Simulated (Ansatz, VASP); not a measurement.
**Two plane-wave programs on Al**

POSCAR

```
Al
1.0
    0.0000000000      2.0239800000      2.1150591000
    2.0239800000      0.0000000000      2.1150591000
    2.0239800000      2.0239800000      0.0000000000
Al
1
Direct
    0.0000000000      0.0000000000      0.0000000000
```

INCAR.step1

```
SYSTEM = Al
PREC     = Accurate       ! precision mode
ENCUT    = 520            ! plane-wave cutoff, eV
ISMEAR   = 0              ! smearing method
SIGMA    = 0.2            ! smearing width, eV
LREAL    = .False.        ! projectors in reciprocal space
LASPH    = .True.         ! aspherical terms in the spheres
NELM     = 80             ! most SCF steps
NBANDS   = 8              ! bands
GGA      = PE             ! functional
ALGO     = Normal         ! electronic algorithm
EDIFF    = 1E-4           ! SCF threshold, eV
LWAVE    = .True.         ! write WAVECAR
LCHARG   = .False.        ! write CHGCAR
```

The input INCAR.step2:

```
SYSTEM = Al
PREC     = Accurate       ! precision mode
ENCUT    = 520            ! plane-wave cutoff, eV
EDIFF    = 1E-6           ! SCF threshold, eV
ISMEAR   = 0              ! smearing method
SIGMA    = 0.2            ! smearing width, eV
LREAL    = .False.        ! projectors in reciprocal space
LASPH    = .True.         ! aspherical terms in the spheres
NELM     = 80             ! most SCF steps
ALGO     = Normal         ! electronic algorithm
ISIF     = 2              ! what is computed and relaxed
LWAVE    = .False.        ! write WAVECAR
LCHARG   = .False.        ! write CHGCAR
METAGGA  = R2SCAN         ! meta-GGA
LMIXTAU  = .True.       
NBANDS   = 8              ! bands
ISTART   = 1
```

File KPOINTS:

```
Automatic mesh
0
Gamma
  20 20 20
  0 0 0
```

Input for Ansatz:

```yaml
crystal:
  lattice:
    - [0.0, 2.02398, 2.1150591]
    - [2.02398, 0.0, 2.1150591]
    - [2.02398, 2.02398, 0.0]
  atoms:
    - { symbol: Al, position: [0.0, 0.0, 0.0] }
basis:
  ecutwfc: 500
kpoints:
  mp_grid: { grid: [20, 20, 20] }
hamiltonian:
  xc: r2scan
scf:
  occupations: { method: gaussian, width: 0.2 }
output:
  forces: true
  stress: true
  eigenvalues: true
```

Change from the starting cell: strain +0.0450 x Voigt [0, 0, 1, 0, 0, 0], atoms carried along.

Alike in both runs: task single point; functional r2SCAN; k mesh 20 × 20 × 20; occupations gaussian, width 0.2 eV; no spin polarisation.

```csv
,VASP,Ansatz
version,VASP 6.6.1,Ansatz 0.2.0
potentials or method,"VASP PAW PBE potentials, release 64 (Al), cutoff 520 eV","scalar-relativistic, plane waves, PAW"
valence electrons in the cell,3,3
```

VASP gave:

* gap on the k mesh at the Fermi level (eV): none
* pressure (GPa): -6.6
* traceless stress, the component that is largest in VASP (GPa): -1.52

Q: Estimate Ansatz's values.

A: gap on the k mesh at the Fermi level (eV): none; pressure (GPa): -6.4; traceless stress, the component that is largest in VASP (GPa): -1.52.

VASP's potentials were made for PBE, not for r2SCAN. A gap of «none» marks a metal or a gap that the smearing closes.
